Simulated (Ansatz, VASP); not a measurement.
**Two plane-wave programs on Ca**

File INCAR:

```
AGGAC    = 1.0          
AGGAX    = 1.0          
ALDAC    = 0.0          
ALDAX    = 1.0          
ALGO     = Normal         # electronic algorithm
EDIFF    = 1E-7           # SCF threshold, eV
ENCUT    = 520            # plane-wave cutoff, eV
GGA      = B5             # functional
ISIF     = 2              # what is computed and relaxed
ISMEAR   = -1             # smearing method
LASPH    = True           # aspherical terms in the spheres
LCHARG   = False          # write CHGCAR
LREAL    = False          # projectors in reciprocal space
LWAVE    = False          # write WAVECAR
NBANDS   = 17             # bands
NELM     = 80             # most SCF steps
PREC     = Accurate       # precision mode
SIGMA    = 0.1            # smearing width, eV
```

KPOINTS

```
k-points
0
Gamma
  11 11 6
```

File POSCAR:

```
Ca
1.0
    3.9221024360      0.0000000000      0.0000000000
   -1.9610512180      3.3966403458      0.0000000000
    0.0000000000      0.0000000000      6.4357869488
Ca
2
Direct
    0.3333333333      0.6666666667      0.2500000000
    0.6666666667      0.3333333333      0.7500000000
```

Input for Ansatz:

```yaml
crystal:
  lattice:
    - [3.922102436, 0.0, 0.0]
    - [-1.961051218, 3.3966403458, 0.0]
    - [0.0, 0.0, 6.4357869488]
  atoms:
    - { symbol: Ca, position: [0.3333333333, 0.6666666667, 0.25] }
    - { symbol: Ca, position: [0.6666666667, 0.3333333333, 0.75] }
hamiltonian:
  xc: blyp
  pseudopotentials:
    kind: paw
    azcp:
      Ca: "pseudopotentials/Ca.paw.azcp"
basis:
  ecutwfc: 420
  fft_grid_basis: typed
kpoints:
  mp_grid: { grid: [11, 11, 6], shift: [0, 0, 0] }
magnetization:
  spin_polarized: false
scf:
  occupations: { method: fermi_dirac, width: 0.1 }
  lower_state_search: "off"
output:
  stress: true
```

Alike in both runs: task single point; functional BLYP; k mesh 11 × 11 × 6; occupations fermi-dirac, width 0.1 eV; no spin polarisation.

|  | VASP | Ansatz |
| --- | --- | --- |
| version | VASP 6.6.1 | Ansatz 0.2.0 |
| potentials or method | VASP PAW PBE potentials, release 64 (Ca_sv), cutoff 520 eV | plane waves (420 eV) with PAW, scalar-relativistic |
| valence electrons in the cell | 20 | 20 |

```csv
,VASP,Ansatz,Ansatz less VASP
pressure (GPa),0.0,0.0,-0.01
```

VASP's potentials were made for PBE, not for BLYP.
